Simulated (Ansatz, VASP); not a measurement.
Ge: VASP beside Ansatz

POSCAR

```
Ge
1.0
    0.0000000000      2.7233985712      2.9146976301
    2.7233985712      0.0000000000      2.9146976301
    2.7233985712      2.7233985712      0.0000000000
Ge
2
Direct
    0.0000000000      0.0000000000      0.0000000000
    0.2500000000      0.2500000000      0.2500000000
```

INCAR.step1

```
SYSTEM = Ge
PREC     = Accurate       ! precision mode
ENCUT    = 520            ! plane-wave cutoff, eV
ISMEAR   = -1             ! smearing method
SIGMA    = 0.02           ! smearing width, eV
LREAL    = .FALSE.        ! projectors in reciprocal space
LASPH    = .TRUE.         ! aspherical terms in the spheres
NELM     = 60             ! most SCF steps
NBANDS   = 21             ! bands
GGA      = PE             ! functional
ALGO     = Normal         ! electronic algorithm
EDIFF    = 1E-4           ! SCF threshold, eV
LWAVE    = .TRUE.         ! write WAVECAR
LCHARG   = .FALSE.        ! write CHGCAR
```

The input INCAR.step2:

```
SYSTEM = Ge
PREC     = Accurate       ! precision mode
ENCUT    = 520            ! plane-wave cutoff, eV
EDIFF    = 1E-6           ! SCF threshold, eV
ISMEAR   = -1             ! smearing method
SIGMA    = 0.02           ! smearing width, eV
LREAL    = .FALSE.        ! projectors in reciprocal space
LASPH    = .TRUE.         ! aspherical terms in the spheres
NELM     = 60             ! most SCF steps
ALGO     = Normal         ! electronic algorithm
ISIF     = 2              ! what is computed and relaxed
LWAVE    = .FALSE.        ! write WAVECAR
LCHARG   = .TRUE.         ! write CHGCAR
METAGGA  = R2SCAN         ! meta-GGA
LMIXTAU  = .TRUE.       
LELF     = .TRUE.         ! ELF
LVHAR    = .TRUE.       
NBANDS   = 21             ! bands
ISTART   = 1
```

Contents of KPOINTS:

```
Automatic mesh
0
G
  8 8 8
  0 0 0
```

Input for Ansatz:

```yaml
crystal:
  lattice:
    - [0.0, 2.7233985712, 2.9146976301]
    - [2.7233985712, 0.0, 2.9146976301]
    - [2.7233985712, 2.7233985712, 0.0]
  atoms:
    - { symbol: Ge, position: [0.0, 0.0, 0.0] }
    - { symbol: Ge, position: [0.25, 0.25, 0.25] }
kpoints:
  mp_grid: { grid: [8, 8, 8] }
  band_path:
    path:
      - [0.0, 0.0, 0.0]
      - [0.5, 0.0, 0.5]
      - [0.625, 0.25, 0.625]
      - [0.375, 0.375, 0.75]
      - [0.5, 0.5, 0.5]
      - [0.5, 0.25, 0.75]
      - [0.0, 0.0, 0.5]
    npoints: 1
hamiltonian:
  xc: r2scan
scf:
  occupations: { method: fermi_dirac, width: 0.02 }
  n_extra_bands: 4
output:
  forces: true
  stress: true
  eigenvalues: true
```

Change from the starting cell: epitaxial_xy strain -4.0%.

Alike in both runs: task single point; functional r2SCAN; k mesh 8 × 8 × 8; occupations fermi-dirac, width 0.02 eV; no spin polarisation.

|  | VASP | Ansatz |
| --- | --- | --- |
| version | VASP 6.6.1 | Ansatz 0.2.0 |
| potentials or method | VASP PAW PBE potentials, release 64 (Ge_d) | plane waves, PAW |
| plane-wave cutoff (eV) | 520 | 500 |
| valence electrons in the cell | 28 | 28 |

Ansatz gave:

* pressure (GPa): 4.4
* traceless stress, the component that is largest in VASP (GPa): -4.38

Task: What did VASP give for the same quantities?

Result: Pressure (GPa): 4.5; traceless stress, the component that is largest in VASP (GPa): -4.33.

VASP's potentials were made for PBE, not for r2SCAN. The functional is the same, so the differences come from potentials, cutoffs and numerics.
